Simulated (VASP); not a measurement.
# KTaO3 (R-3m) in VASP: notebook, part 2 of 3

VASP 6.6.1.

## Step 3: Electric field gradients, PBE (equal xy, yz and zx shear strains of -3 %)

INCAR reads:

```
ALGO = Normal
EDIFF = 1E-8
ENCUT = 520
GGA = PE
ISIF = 2
ISMEAR = -1
LASPH = True
LCHARG = False
LEFG = True
LREAL = False
LWAVE = False
NBANDS = 27
NELM = 80
PREC = Accurate
SIGMA = 0.01
```

KPOINTS reads:

```
k-points
0
Gamma
  5 5 5
```

POSCAR reads:

```
KTaO3
1.0
    3.9883000000     -0.0598245000     -0.0598245000
   -0.0598245000      3.9883000000     -0.0598245000
   -0.0598245000     -0.0598245000      3.9883000000
K Ta O
1 1 3
Direct
    0.5000000000      0.5000000000      0.5000000000
    0.0000000000      0.0000000000      0.0000000000
    0.5000000000      0.0000000000      0.0000000000
    0.0000000000      0.5000000000      0.0000000000
    0.0000000000      0.0000000000      0.5000000000
```

Potentials or basis: VASP PAW PBE potentials, release 64 (K_sv, Ta_pv, O).

Started as:

```
> cat potpaw_PBE.64/K_sv/POTCAR potpaw_PBE.64/Ta_pv/POTCAR potpaw_PBE.64/O/POTCAR > POTCAR
> mpirun -np 1 vasp_std > vasp.out
```

OUTCAR:

```text
EDIFF = 1E-8
   ENCUT = 520
   GGA = PE
   ISIF = 2
   ISMEAR = -1
   LASPH = True
   LREAL = False
   NELM = 80
   PREC = Accurate

 ion  position               nearest neighbor table
   1  0.500  0.500  0.500-   3 2.78   4 2.78   5 2.78   3 2.78   4 2.78   5 2.78   5 2.86   3 2.86
                             4 2.86   5 2.86   4 2.86   3 2.86   2 3.35   2 3.35   2 3.49   2 3.49
   2  0.000  0.000  0.000-   3 1.99   4 1.99   5 1.99   5 1.99   4 1.99   3 1.99   1 3.35   1 3.35
                             1 3.49   1 3.49   1 3.49   1 3.49   1 3.49   1 3.49
   3  0.500  0.000  0.000-   2 1.99   2 1.99   1 2.78   1 2.78   1 2.86   1 2.86
   4  0.000  0.500  0.000-   2 1.99   2 1.99   1 2.78   1 2.78   1 2.86   1 2.86
   5  0.000  0.000  0.500-   2 1.99   2 1.99   1 2.78   1 2.78   1 2.86   1 2.86

  LATTYP: Found a trigonal (rhomboedric) cell.
 ALAT       =     3.9891972666
 COS(alpha) =    -0.0297616073

  Lattice vectors:

 A1 = (   3.9883000000,  -0.0598245000,  -0.0598245000)
 A2 = (  -0.0598245000,   3.9883000000,  -0.0598245000)
 A3 = (  -0.0598245000,  -0.0598245000,   3.9883000000)

Analysis of symmetry for initial positions (statically):
=====================================================================
 Subroutine PRICEL returns:
 Original cell was already a primitive cell.

 Routine SETGRP: Setting up the symmetry group for a
 trigonal (rhombohedral) supercell.

 Subroutine GETGRP returns: Found 12 space group operations
 (whereof 12 operations were pure point group operations)
 out of a pool of 12 trial point group operations.

The static configuration has the point symmetry D_3d.

Analysis of symmetry for dynamics (positions and initial velocities):
=====================================================================
 Subroutine PRICEL returns:
 Original cell was already a primitive cell.

 Routine SETGRP: Setting up the symmetry group for a
 trigonal (rhombohedral) supercell.

 Subroutine GETGRP returns: Found 12 space group operations
 (whereof 12 operations were pure point group operations)
 out of a pool of 12 trial point group operations.

The dynamic configuration has the point symmetry D_3d.

 Subroutine INISYM returns: Found 12 space group operations
 (whereof 12 operations are pure point group operations),
 and found     1 'primitive' translations

----------------------------------------------------------------------------------------

                                     Primitive cell

  volume of cell :      63.3968

  direct lattice vectors                    reciprocal lattice vectors
     3.988300000 -0.059824500 -0.059824500     0.250847996  0.003820020  0.003820020
    -0.059824500  3.988300000 -0.059824500     0.003820020  0.250847996  0.003820020
    -0.059824500 -0.059824500  3.988300000     0.003820020  0.003820020  0.250847996

  length of vectors
     3.989197267  3.989197267  3.989197267     0.250906162  0.250906162  0.250906162

  position of ions in fractional coordinates (direct lattice)
     0.500000000  0.500000000  0.500000000
[... 92 lines left out ...]
   EFERMI =   0.00;   METHOD = LEGACY
   ISMEAR =    -1;   SIGMA  =   0.01  broadening in eV -4-tet -1-fermi 0-gaus
   EFERMI_NEDOS =   21; number of points for ismear=-14 and -15
   IALGO  =     38    algorithm
   IMIX   =      4    mixing-type and parameters
     AMIX     =   0.40;   BMIX     =  1.00
     AMIX_MAG =   1.60;   BMIX_MAG =  1.00
  volume/ion in A,a.u.               =      12.68        85.56
  Fermi-wavevector in a.u.,A,eV,Ry     =   1.380322  2.608430 25.923012  1.905288
  Thomas-Fermi vector in A             =   2.505209
   LORBIT       =      0    0 simple, 1 ext, 2 COOP (PROOUT), +10 PAW based schemes
   GGA     = PE    functional components
[... 5 lines left out ...]
 non-spin polarized calculation
  energy-cutoff  :      520.00
  volume of cell :       63.40
 maximum number of plane-waves:      1731
 NGX is ok and might be reduce to    30
   NGX = 15   NGY = 15   NGZ = 15

 number of electron      37.9999970 magnetization

 Free energy of the ion-electron system (eV)
  ---------------------------------------------------
  ext. energy  EPLUGINS =         0.00000000
  ---------------------------------------------------
  free energy    TOTEN  =       -40.96868920 eV

  energy without entropy =      -40.96868920  energy(sigma->0) =      -40.96868920

 E-fermi :   1.9512     XC(G=0): -10.8772

 val. band max:        1.7167175206   @ k =  -0.4000   0.4000   0.4000
 cond. band min:       3.8742745658   @ k =   0.0000   0.0000   0.0000
 fundamental gap:      2.1575570452
 Fermi energy:         1.9512152519

 k-point     1 :       0.0000    0.0000    0.0000
  band No.  band energies     occupation
      1     -32.3523      2.00000
      2     -32.3091      2.00000
      3     -32.3091      2.00000
      4     -25.5185      2.00000
      5     -15.7427      2.00000
      6     -15.0286      2.00000
[... 559 lines left out ...]
     26      13.1163      0.00000
     27      13.5769      0.00000

------------------------ aborting loop because EDIFF is reached ----------------------------------------

  FORCE on cell =-STRESS in cart. coord.  units (eV):
  Direction    XX          YY          ZZ          XY          YZ          ZX
  --------------------------------------------------------------------------------------
  -------------------------------------------------------------------------------------
  Total        2.4530518      2.4530518      2.4530518      1.2028917      1.2028917      1.2028917
  in kB       61.9940522     61.9940522     61.9940522     30.3997385     30.3997385     30.3997385
  external PRESSURE =      61.9940522 kB  Pullay stress =       0.0000000 kB

 VOLUME and BASIS-vectors are now :
 -----------------------------------------------------------------------------
  energy-cutoff  :      520.00
  volume of cell :       63.40
      direct lattice vectors                 reciprocal lattice vectors
     3.988300000 -0.059824500 -0.059824500     0.250847996  0.003820020  0.003820020
    -0.059824500  3.988300000 -0.059824500     0.003820020  0.250847996  0.003820020
    -0.059824500 -0.059824500  3.988300000     0.003820020  0.003820020  0.250847996

 POSITION                                       TOTAL-FORCE (eV/Angst)
 -----------------------------------------------------------------------------------
      1.93433      1.93433      1.93433         0.000000     -0.000000     -0.000000
      0.00000      0.00000      0.00000        -0.000000      0.000000     -0.000000
      1.99415     -0.02991     -0.02991        -0.000000     -0.000000      0.000000
     -0.02991      1.99415     -0.02991         0.000000      0.000000     -0.000000
     -0.02991     -0.02991      1.99415        -0.000000      0.000000     -0.000000
 -----------------------------------------------------------------------------------
    total drift:                                0.000000     -0.000000      0.000000

  FREE ENERGIE OF THE ION-ELECTRON SYSTEM (eV)
  ---------------------------------------------------
  free  energy   TOTEN  =       -40.9686891978 eV

  energy  without entropy=      -40.9686891978  energy(sigma->0) =      -40.96868920

 Electric field gradients (V/A^2)
---------------------------------------------------------------------
 ion       V_xx      V_yy      V_zz      V_xy      V_xz      V_yz
---------------------------------------------------------------------
   1       0.000     0.000     0.000    -1.978    -1.978    -1.978
   2      -0.000    -0.000    -0.000    34.335    34.335    34.335
   3      19.804    -9.902    -9.902    -3.873    -3.873     1.711
   4      -9.902    19.804    -9.902    -3.873     1.711    -3.873
   5      -9.902    -9.902    19.804     1.711    -3.873    -3.873
---------------------------------------------------------------------

 Electric field gradients after diagonalization (V/A^2)
 (convention: |V_zz| > |V_xx| > |V_yy|)
----------------------------------------------------------------------
 ion       V_xx      V_yy      V_zz     asymmetry (V_yy - V_xx)/ V_zz
----------------------------------------------------------------------
   1       1.978     1.978    -3.956       0.000
   2     -34.335   -34.335    68.669       0.000
   3     -11.613    -9.224    20.837       0.115
   4     -11.613    -9.224    20.837       0.115
   5     -11.613    -9.224    20.837       0.115
----------------------------------------------------------------------

           NMR quadrupolar parameters

 Cq : quadrupolar parameter    Cq=e*Q*V_zz/h
 eta: asymmetry parameters     (V_yy - V_xx)/ V_zz
 Q  : nuclear electric quadrupole moment in mb (millibarn)
----------------------------------------------------------------------
 ion       Cq(MHz)       eta       Q (mb)
----------------------------------------------------------------------
   1      -0.010       0.000       1.000
   2       0.166       0.000       1.000
   3       0.050       0.115       1.000
   4       0.050       0.115       1.000
   5       0.050       0.115       1.000
----------------------------------------------------------------------
```

Run time: 46 s. Hardware: 1 thread of Intel Xeon 6975P-C, shared host; peak memory 0.19 GiB.

What came out:

```
Free energy            : -40.9687 eV
Pressure               : 6.2 GPa
Band gap on the k mesh : 2.16 eV, indirect (least direct gap 2.56 eV)
```

Stress tensor (GPa, compression positive):
```
6.20 3.04 3.04
3.04 6.20 3.04
3.04 3.04 6.20
```

Electric field gradients, principal values (V/Å²):
```tsv
atom	least	middle	greatest (by size)
1 K	1.978	1.978	-3.956
2 Ta	-34.335	-34.335	68.669
3 O	-9.224	-11.613	20.837
4 O	-9.224	-11.613	20.837
5 O	-9.224	-11.613	20.837
```

Caveat: the cell differs from its parent crystal (equal xy, yz and zx shear strains of -3 %); without QUAD_EFG the Cq values of the log hold for a quadrupole moment of 1 mb, not for the nuclei; spin-orbit coupling is left out, which moves the levels of the heavy elements.

## Step 4: Electric field gradients, PBE (equal xy, yz and zx shear strains of -1 %)

INCAR reads:

```
PREC = Accurate ; ENCUT = 520
EDIFF = 1E-8 ; ISMEAR = -1
SIGMA = 0.01 ; LREAL = False
LASPH = True ; NELM = 100
ALGO = Normal ; ISIF = 2
LWAVE = False ; LCHARG = False
GGA = PE ; LEFG = True
NBANDS = 27
```

KPOINTS reads:

```
Automatic mesh
0
Gamma
  5 5 5
```

Edit POSCAR of step 3 so:

```diff
@@ -2,5 +2,5 @@
 1.0
-    3.9883000000     -0.0598245000     -0.0598245000
-   -0.0598245000      3.9883000000     -0.0598245000
-   -0.0598245000     -0.0598245000      3.9883000000
+    3.9883000000     -0.0199415000     -0.0199415000
+   -0.0199415000      3.9883000000     -0.0199415000
+   -0.0199415000     -0.0199415000      3.9883000000
 K Ta O
```

Potentials or basis: VASP PAW PBE potentials, release 64 (K_sv, Ta_pv, O).

Started as:

```
> cat potpaw_PBE.64/K_sv/POTCAR potpaw_PBE.64/Ta_pv/POTCAR potpaw_PBE.64/O/POTCAR > POTCAR
> mpirun -np 1 vasp_std > vasp.out
```

OUTCAR:

```text
PREC = Accurate
   ENCUT = 520
   EDIFF = 1E-8
   ISMEAR = -1
   LREAL = False
   LASPH = True
   NELM = 100
   ISIF = 2
   GGA = PE

 ion  position               nearest neighbor table
   1  0.500  0.500  0.500-   3 2.81   4 2.81   5 2.81   3 2.81   4 2.81   5 2.81   5 2.83   3 2.83
                             4 2.83   5 2.83   4 2.83   3 2.83   2 3.42   2 3.42   2 3.47   2 3.47
   2  0.000  0.000  0.000-   3 1.99   4 1.99   5 1.99   5 1.99   4 1.99   3 1.99   1 3.42   1 3.42
                             1 3.47   1 3.47   1 3.47   1 3.47   1 3.47   1 3.47
   3  0.500  0.000  0.000-   2 1.99   2 1.99   1 2.81   1 2.81   1 2.83   1 2.83
   4  0.000  0.500  0.000-   2 1.99   2 1.99   1 2.81   1 2.81   1 2.83   1 2.83
   5  0.000  0.000  0.500-   2 1.99   2 1.99   1 2.81   1 2.81   1 2.83   1 2.83

[... 802 lines left out ...]
   3      19.769    -9.884    -9.884    -1.311    -1.311     0.531
   4      -9.884    19.769    -9.884    -1.311     0.531    -1.311
   5      -9.884    -9.884    19.769     0.531    -1.311    -1.311
---------------------------------------------------------------------

 Electric field gradients after diagonalization (V/A^2)
 (convention: |V_zz| > |V_xx| > |V_yy|)
----------------------------------------------------------------------
 ion       V_xx      V_yy      V_zz     asymmetry (V_yy - V_xx)/ V_zz
----------------------------------------------------------------------
   1       0.768     0.768    -1.537       0.000
   2     -11.416   -11.416    22.833       0.000
   3     -10.416    -9.471    19.886       0.048
   4     -10.416    -9.471    19.886       0.048
   5     -10.416    -9.471    19.886       0.048
----------------------------------------------------------------------

           NMR quadrupolar parameters

 Cq : quadrupolar parameter    Cq=e*Q*V_zz/h
 eta: asymmetry parameters     (V_yy - V_xx)/ V_zz
 Q  : nuclear electric quadrupole moment in mb (millibarn)
----------------------------------------------------------------------
 ion       Cq(MHz)       eta       Q (mb)
----------------------------------------------------------------------
   1      -0.004       0.000       1.000
   2       0.055       0.000       1.000
   3       0.048       0.048       1.000
   4       0.048       0.048       1.000
   5       0.048       0.048       1.000
----------------------------------------------------------------------
```

OSZICAR:

```text
N       E                     dE             d eps       ncg     rms          rms(c)
DAV:   1     0.318247707922E+03    0.31825E+03   -0.20581E+04  1026   0.140E+03
DAV:   2    -0.302913521038E+02   -0.34854E+03   -0.33813E+03  1206   0.406E+02
DAV:   3    -0.489996859729E+02   -0.18708E+02   -0.18621E+02  1441   0.907E+01
DAV:   4    -0.495832966930E+02   -0.58361E+00   -0.58251E+00  1692   0.104E+01
DAV:   5    -0.495885261022E+02   -0.52294E-02   -0.52283E-02  1334   0.824E-01    0.340E+01
DAV:   6    -0.412338272307E+02    0.83547E+01   -0.34392E+01  1221   0.397E+01    0.130E+01
DAV:   7    -0.410846350856E+02    0.14919E+00   -0.17946E+00  1341   0.842E+00    0.927E+00
DAV:   8    -0.410404804837E+02    0.44155E-01   -0.39961E-01  1242   0.529E+00    0.311E+00
DAV:   9    -0.410205081858E+02    0.19972E-01   -0.34100E-02  1253   0.147E+00    0.531E-01
DAV:  10    -0.410187732311E+02    0.17350E-02   -0.14919E-02  1399   0.781E-01    0.880E-02
DAV:  11    -0.410187456340E+02    0.27597E-04   -0.10526E-03  1410   0.204E-01    0.321E-02
DAV:  12    -0.410187739625E+02   -0.28328E-04   -0.47334E-05  1382   0.585E-02    0.107E-02
DAV:  13    -0.410187780003E+02   -0.40378E-05   -0.58985E-06  1377   0.194E-02    0.473E-03
DAV:  14    -0.410187780192E+02   -0.18915E-07   -0.10039E-06  1367   0.615E-03    0.387E-03
DAV:  15    -0.410187779113E+02    0.10788E-06   -0.12400E-07  1241   0.282E-03    0.339E-04
DAV:  16    -0.410187778893E+02    0.21986E-07   -0.19059E-08  1035   0.888E-04    0.103E-04
DAV:  17    -0.410187778948E+02   -0.54606E-08   -0.54336E-10   654   0.177E-04
   1 F= -.41018778E+02 E0= -.41018778E+02  d E =-.116759E-11
```

stdout:

```text
POSCAR found type information on POSCAR K TaO
 POSCAR found :  3 types and       5 ions
 scaLAPACK will be used
 LDA part: xc-table for (Slater+PW92), standard interpolation
 POSCAR, INCAR and KPOINTS ok, starting setup
 FFT: planning ... GRIDC
 FFT: planning ... GRID_SOFT
 FFT: planning ... GRID
 WAVECAR not read
 entering main loop
ion   1

ion   2

ion   3
     0.0000293     0.3705931    -0.1515582     0.4580564     0.3705931    -0.7933770
     0.0000403     0.3705931    -0.1515582     0.4580564     0.3705931    -0.7933770
     0.0000555     0.3705931    -0.1515582     0.4580564     0.3705931    -0.7933769
     0.0000765     0.3705931    -0.1515582     0.4580564     0.3705931    -0.7933769

     0.0000293     1.1751335    -0.4673278     5.0238250     1.1751335    -8.7015201
     0.0000403     1.1751333    -0.4673278     5.0238238     1.1751333    -8.7015181
     0.0000555     1.1751330    -0.4673276     5.0238218     1.1751330    -8.7015146
     0.0000765     1.1751324    -0.4673274     5.0238185     1.1751324    -8.7015088

ion   4
     0.0000293     0.3705931     0.3705931     0.4580564    -0.1515582     0.7933770
     0.0000403     0.3705931     0.3705931     0.4580564    -0.1515582     0.7933770
     0.0000555     0.3705931     0.3705931     0.4580564    -0.1515582     0.7933769
     0.0000765     0.3705931     0.3705931     0.4580564    -0.1515582     0.7933769

     0.0000293     1.1751335     1.1751335     5.0238250    -0.4673278     8.7015201
     0.0000403     1.1751333     1.1751333     5.0238238    -0.4673278     8.7015181
     0.0000555     1.1751330     1.1751330     5.0238218    -0.4673276     8.7015146
     0.0000765     1.1751324     1.1751324     5.0238185    -0.4673274     8.7015088

ion   5
```

Wall time 35 s (1 thread of Intel Xeon 6975P-C, shared host); peak memory 0.18 GiB.

Results:

```yaml
Free_energy: -41.0188 eV
Pressure: 6.1 GPa
Band_gap_on_the_k_mesh: 2.25 eV, indirect (least direct gap 2.72 eV)
```

Levels at points of the mesh, in eV from the valence-band top:
```tsv
k point	band 17	band 18	band 19	band 20	band 21	band 22
(0.00, 0.00, 0.00)	-0.53	-0.53	-0.47	2.25	2.29	2.29
```

Electric field gradients, principal values (V/Å²):
```csv
atom,least,middle,greatest (by size)
1 K,0.768,0.768,-1.537
2 Ta,-11.416,-11.416,22.833
3 O,-9.471,-10.416,19.886
4 O,-9.471,-10.416,19.886
5 O,-9.471,-10.416,19.886
```

Caveat: the cell differs from its parent crystal (equal xy, yz and zx shear strains of -1 %); without QUAD_EFG the Cq values of the log hold for a quadrupole moment of 1 mb, not for the nuclei; spin-orbit coupling is left out, which moves the levels of the heavy elements.

(Part 2 of 3 ends here.)
